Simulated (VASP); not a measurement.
# Re (Im-3m) in VASP: a series of runs

The runs below take Re through single point, with LDA.

Program: VASP 6.6.1. These are calculated values, not measurements. Logs are shortened: lines on timing, memory, paths and dates and some standing lists are left out, and cuts for length are marked.

## 1. The cell of the first run

The structure is cubic, space group Im-3m (No. 229). The conventional cell has a = 3.071 Å, b = 3.071 Å, c = 3.071 Å, α = 90.00°, β = 90.00°, γ = 90.00°. Within 3.5 Å of Re (site symmetry m-3m) lie 14 Re at 2.66 to 3.07 Å.

This isn't the form of Re at room conditions, which is hcp.

## 2. Single point, LDA

INCAR reads:

```
ALGO     = Normal         # electronic algorithm
EDIFF    = 1E-6           # SCF threshold, eV
ENCUT    = 560            # plane-wave cutoff, eV
GGA_COMPAT= False        
ISIF     = 2              # what is computed and relaxed
ISMEAR   = -1             # smearing method
LASPH    = True           # aspherical terms in the spheres
LCHARG   = False          # write CHGCAR
LREAL    = False          # projectors in reciprocal space
LWAVE    = False          # write WAVECAR
NBANDS   = 14             # bands
NELM     = 120            # most SCF steps
PREC     = Accurate       # precision mode
SIGMA    = 0.1            # smearing width, eV
```

KPOINTS reads:

```
k-points
0
Gamma
  19 19 19
```

POSCAR reads:

```
Re
1.0
   -1.5352640187      1.5352640187      1.5352640187
    1.5352640187     -1.5352640187      1.5352640187
    1.5352640187      1.5352640187     -1.5352640187
Re
1
Direct
    0.0000000000      0.0000000000      0.0000000000
```

Potentials or basis: VASP PAW LDA potentials, release 64 (Re_sv_GW).

Started as:

```sh
> cat potpaw_LDA.64/Re_sv_GW/POTCAR > POTCAR
> mpirun -np 1 vasp_std > vasp.out
```

OUTCAR:

```text
EDIFF = 1E-6
   ENCUT = 560
   ISIF = 2
   ISMEAR = -1
   LASPH = True
   LREAL = False
   NELM = 120
   PREC = Accurate

 ion  position               nearest neighbor table
   1  0.000  0.000  0.000-

  LATTYP: Found a body centered cubic cell.
 ALAT       =     3.0705280374

  Lattice vectors:

 A1 = (  -1.5352640187,   1.5352640187,   1.5352640187)
 A2 = (   1.5352640187,  -1.5352640187,   1.5352640187)
 A3 = (   1.5352640187,   1.5352640187,  -1.5352640187)

Analysis of symmetry for initial positions (statically):
=====================================================================
 Subroutine PRICEL returns:
 Original cell was already a primitive cell.

 Routine SETGRP: Setting up the symmetry group for a
 body centered cubic supercell.

 Subroutine GETGRP returns: Found 48 space group operations
 (whereof 48 operations were pure point group operations)
 out of a pool of 48 trial point group operations.

The static configuration has the point symmetry O_h .

Analysis of symmetry for dynamics (positions and initial velocities):
=====================================================================
 Subroutine PRICEL returns:
 Original cell was already a primitive cell.

 Routine SETGRP: Setting up the symmetry group for a
 body centered cubic supercell.

 Subroutine GETGRP returns: Found 48 space group operations
 (whereof 48 operations were pure point group operations)
 out of a pool of 48 trial point group operations.

The dynamic configuration has the point symmetry O_h .

 Subroutine INISYM returns: Found 48 space group operations
 (whereof 48 operations are pure point group operations),
 and found     1 'primitive' translations

----------------------------------------------------------------------------------------

                                     Primitive cell

  volume of cell :      14.4747

  direct lattice vectors                    reciprocal lattice vectors
    -1.535264019  1.535264019  1.535264019     0.000000000  0.325676883  0.325676883
     1.535264019 -1.535264019  1.535264019     0.325676883  0.000000000  0.325676883
     1.535264019  1.535264019 -1.535264019     0.325676883  0.325676883  0.000000000

  length of vectors
     2.659155283  2.659155283  2.659155283     0.460576665  0.460576665  0.460576665

  position of ions in fractional coordinates (direct lattice)
     0.000000000  0.000000000  0.000000000

  ion indices of the primitive-cell ions
   primitive index   ion index
                 1           1

----------------------------------------------------------------------------------------

 KPOINTS: k-points

Automatic generation of k-mesh.
 Grid dimensions read from file:
 generate k-points for:   19   19   19

 Generating k-lattice:

  Cartesian coordinates                     Fractional coordinates (reciprocal lattice)
     0.000000000  0.017140889  0.017140889     0.052631579  0.000000000  0.000000000
     0.017140889  0.000000000  0.017140889     0.000000000  0.052631579  0.000000000
     0.017140889  0.017140889  0.000000000     0.000000000  0.000000000  0.052631579

  Length of vectors
     0.024240877  0.024240877  0.024240877

  Shift w.r.t. Gamma in fractional coordinates (k-lattice)
     0.000000000  0.000000000  0.000000000

 Subroutine IBZKPT returns following result:
 ===========================================

 Found    220 irreducible k-points:

 Following reciprocal coordinates:
            Coordinates               Weight
  0.000000  0.000000  0.000000      1.000000
  0.052632  0.000000  0.000000     12.000000
  0.105263  0.000000  0.000000     12.000000
  0.157895  0.000000  0.000000     12.000000
  0.210526  0.000000  0.000000     12.000000
  0.263158  0.000000  0.000000     12.000000
[... 16 lines left out ...]
  0.263158  0.105263  0.000000     48.000000
  0.315789  0.105263  0.000000     48.000000
 [... further k-points ...]
   k-points           NKPTS =    220   k-points in BZ     NKDIM =    220   number of bands    NBANDS=     14
   number of dos      NEDOS =    301   number of ions     NIONS =      1
   total plane-waves  NPLWV =  13824
   dimension x,y,z NGX =    24 NGY =   24 NGZ =   24
   dimension x,y,z NGXF=    48 NGYF=   48 NGZF=   48
   ions per type =               1
   NGX,Y,Z   is equivalent  to a cutoff of  15.00, 15.00, 15.00 a.u.
   NGXF,Y,Z  is equivalent  to a cutoff of  30.01, 30.01, 30.01 a.u.
 SYSTEM =  unknown system
   PREC   = accura    normal or accurate (medium, high low for compatibility)
   ISTART =      0    job   : 0-new  1-cont  2-samecut
   ICHARG =      2    charge: 1-file 2-atom 10-const
   ISPIN  =      1    spin polarized calculation?
   LNONCOLLINEAR =      F non collinear calculations
   LSORBIT =      F    spin-orbit coupling
   LASPH  =      T    aspherical Exc in radial PAW
   ENCUT  =  560.0 eV  41.16 Ry    6.42 a.u.   5.13  5.13  5.13*2*pi/ulx,y,z
   NELM   =    120;   NELMIN=  2; NELMDL= -5     # of ELM steps
   EDIFF  = 0.1E-05   stopping-criterion for ELM
   LREAL  =      F    real-space projection
[... 7 lines left out ...]
   TEBEG  =    0.0;   TEEND  =   0.0 temperature during run
   PSTRESS=    0.0 pullay stress
   NELECT =      15.0000    total number of electrons
   NUPDOWN=      -1.0000    fix difference up-down
   EMIN   =  10.00;   EMAX   =-10.00  energy-range for DOS
   EFERMI =   0.00;   METHOD = LEGACY
   ISMEAR =    -1;   SIGMA  =   0.10  broadening in eV -4-tet -1-fermi 0-gaus
   EFERMI_NEDOS =   21; number of points for ismear=-14 and -15
   IALGO  =     38    algorithm
   IMIX   =      4    mixing-type and parameters
     AMIX     =   0.40;   BMIX     =  1.00
     AMIX_MAG =   1.60;   BMIX_MAG =  1.00
  volume/ion in A,a.u.               =      14.47        97.68
  Fermi-wavevector in a.u.,A,eV,Ry     =   1.656668  3.130649 37.341860  2.744549
  Thomas-Fermi vector in A             =   2.744553
   LORBIT       =      0    0 simple, 1 ext, 2 COOP (PROOUT), +10 PAW based schemes
   GGA     = CA    functional components
   LHFCALC =     F    Hartree Fock is set to
   AEXX    =    0.0000 exact exchange contribution
   IVDW    =     0    specifies the selected vdW correction
   LEPSILON=     F    determine dielectric tensor
   LRPA    =     F    only Hartree local field effects (RPA)
 non-spin polarized calculation
  energy-cutoff  :      560.00
  volume of cell :       14.47
 maximum number of plane-waves:       450
 NGX is ok and might be reduce to    24
   NGX = 11   NGY = 11   NGZ = 11

 number of electron      15.0000001 magnetization

 Free energy of the ion-electron system (eV)
  ---------------------------------------------------
  ext. energy  EPLUGINS =         0.00000000
  ---------------------------------------------------
  free energy    TOTEN  =       -15.05865800 eV

  energy without entropy =      -15.02303897  energy(sigma->0) =      -15.04084848

 E-fermi :  13.9706     XC(G=0): -14.5227

 val. band max:       13.9690154524   @ k =  -0.1053   0.1053   0.0526
 cond. band min:      13.9769627896   @ k =   0.4737   0.0000   0.0000
 fundamental gap:      0.0079473372
 Fermi energy:        13.9705641897

 k-point     1 :       0.0000    0.0000    0.0000
  band No.  band energies     occupation
      1     -66.3966      2.00000
      2     -27.8118      2.00000
      3     -27.8118      2.00000
      4     -27.8118      2.00000
      5       3.1908      2.00000
      6      11.2287      2.00000
      7      11.2287      2.00000
      8      11.2287      2.00000
      9      14.7549      0.00078
     10      14.7549      0.00078
     11      28.7141      0.00000
     12      28.7141      0.00000
     13      28.7141      0.00000
     14      41.7200      0.00000

 k-point     2 :       0.0526    0.0000    0.0000
  band No.  band energies     occupation
      1     -66.3929      2.00000
      2     -27.8500      2.00000
      3     -27.8238      2.00000
      4     -27.8119      2.00000
      5       3.3327      2.00000
      6      11.1488      2.00000
      7      11.2165      2.00000
      8      11.3630      2.00000
      9      14.6294      0.00275
     10      14.7574      0.00076
     11      28.8280      0.00000
     12      28.9472      0.00000
     13      29.0346      0.00000
     14      40.2278      0.00000

 k-point     3 :       0.1053    0.0000    0.0000
  band No.  band energies     occupation
      1     -66.3820      2.00000
      2     -27.9597      2.00000
      3     -27.8586      2.00000
      4     -27.8125      2.00000
      5       3.7433      2.00000
      6      10.9253      2.00000
      7      11.1605      2.00000
      8      11.7618      2.00000
      9      14.3453      0.04609
     10      14.7699      0.00068
     11      29.1171      0.00000
     12      29.6288      0.00000
     13      29.8680      0.00000
     14      38.2375      0.00000
[... 324 lines left out ...]
 k-point    23 :       0.2632    0.1053    0.0000
  band No.  band energies     occupation
      1     -66.2930      2.00000
      2     -28.7587      2.00000
      3     -28.1354      2.00000
      4     -27.8671      2.00000
      5       6.6823      2.00000
      6       9.5553      2.00000
      7      10.7138      2.00000
      8      14.1034      0.41875
      9      15.4045      0.00000
     10      16.2635      0.00000
     11      27.5883      0.00000
     12      28.9982      0.00000
     13      33.8188      0.00000
     14      34.5403      0.00000

 k-point    24 :       0.3158    0.1053    0.0000
  band No.  band energies     occupation
      1     -66.2746      2.00000
      2     -28.9080      2.00000
      3     -28.2049      2.00000
      4     -27.8693      2.00000
      5       6.8344      2.00000
      6       9.3010      2.00000
      7      11.4124      2.00000
      8      14.4078      0.02492
      9      15.5424      0.00000
     10      17.5537      0.00000
     11      26.2592      0.00000
     12      27.6470      0.00000
     13      32.4900      0.00000
     14      36.1127      0.00000

 [... further k-points ...]
[... 5 lines left out ...]
  --------------------------------------------------------------------------------------
  -------------------------------------------------------------------------------------
  Total        0.0045344      0.0045344      0.0045344     -0.0000000     -0.0000000      0.0000000
  in kB        0.5019063      0.5019063      0.5019063     -0.0000000     -0.0000000      0.0000000
  external PRESSURE =       0.5019063 kB  Pullay stress =       0.0000000 kB

 VOLUME and BASIS-vectors are now :
 -----------------------------------------------------------------------------
  energy-cutoff  :      560.00
  volume of cell :       14.47
      direct lattice vectors                 reciprocal lattice vectors
    -1.535264019  1.535264019  1.535264019     0.000000000  0.325676883  0.325676883
     1.535264019 -1.535264019  1.535264019     0.325676883  0.000000000  0.325676883
     1.535264019  1.535264019 -1.535264019     0.325676883  0.325676883  0.000000000

 POSITION                                       TOTAL-FORCE (eV/Angst)
 -----------------------------------------------------------------------------------
      0.00000      0.00000      0.00000         0.000000      0.000000      0.000000
 -----------------------------------------------------------------------------------
    total drift:                                0.000000      0.000000      0.000000

  FREE ENERGIE OF THE ION-ELECTRON SYSTEM (eV)
  ---------------------------------------------------
  free  energy   TOTEN  =       -15.0586579980 eV

  energy  without entropy=      -15.0230389681  energy(sigma->0) =      -15.04084848
```

Run time: 42 s. Hardware: 1 thread of AMD EPYC 7R13 (Zen 3), shared host; peak memory 0.14 GiB.

Results:

- Free energy: -15.0587 eV
- Pressure: 0.1 GPa
- Band gap on the k mesh: zero (an odd number of electrons rules out a gap without spin polarisation)

Levels at points of the mesh, in eV from the Fermi level:
```tsv
k point	band 5	band 6	band 7	band 8	band 9	band 10
(0.00, 0.00, 0.00)	-10.78	-2.74	-2.74	-2.74	0.78	0.78
```

Caveat: spin-orbit coupling is left out, which moves the levels of the heavy elements.

## 3. Single point, LDA (13.32 Å³/atom)

This run uses another cell than the first one, of 13.32 Å³/atom.

INCAR reads:

```
PREC = Accurate
ENCUT = 560
EDIFF = 1E-6
ISMEAR = -1
SIGMA = 0.1
LREAL = False
LASPH = True
NELM = 120
ALGO = Normal
ISIF = 2
LWAVE = False
LCHARG = True
LELF = True
LVHAR = True
NBANDS = 14
GGA_COMPAT = False
```

KPOINTS reads:

```
Automatic mesh
0
Gamma
  19 19 19
```

POSCAR reads:

```
Re
1.0
   -1.4931806299      1.4931806299      1.4931806299
    1.4931806299     -1.4931806299      1.4931806299
    1.4931806299      1.4931806299     -1.4931806299
Re
1
Direct
    0.0000000000      0.0000000000      0.0000000000
```

Potentials or basis: VASP PAW LDA potentials, release 64 (Re_sv_GW).

Started as:

```sh
> cat potpaw_LDA.64/Re_sv_GW/POTCAR > POTCAR
> mpirun -np 1 vasp_std > vasp.out
```

Wall time 14 s (1 thread of Intel Xeon 6975P-C (Granite Rapids), shared host); peak memory 0.16 GiB.

It converged, with:

| Property | Result |
| --- | --- |
| Free energy | -14.9142 eV |
| Pressure | 39.9 GPa |
| Band gap on the k mesh | zero (an odd number of electrons rules out a gap without spin polarisation) |

Levels at points of the mesh, in eV from the Fermi level:
| k point | band 5 | band 6 | band 7 | band 8 | band 9 | band 10 |
| --- | --- | --- | --- | --- | --- | --- |
| (0.00, 0.00, 0.00) | -11.39 | -3.06 | -3.06 | -3.06 | 0.86 | 0.86 |

Caveat: the cell stands under pressure; spin-orbit coupling is left out, which moves the levels of the heavy elements.

The gap in the log of VASP goes by the Fermi energy; the results here count the filled bands.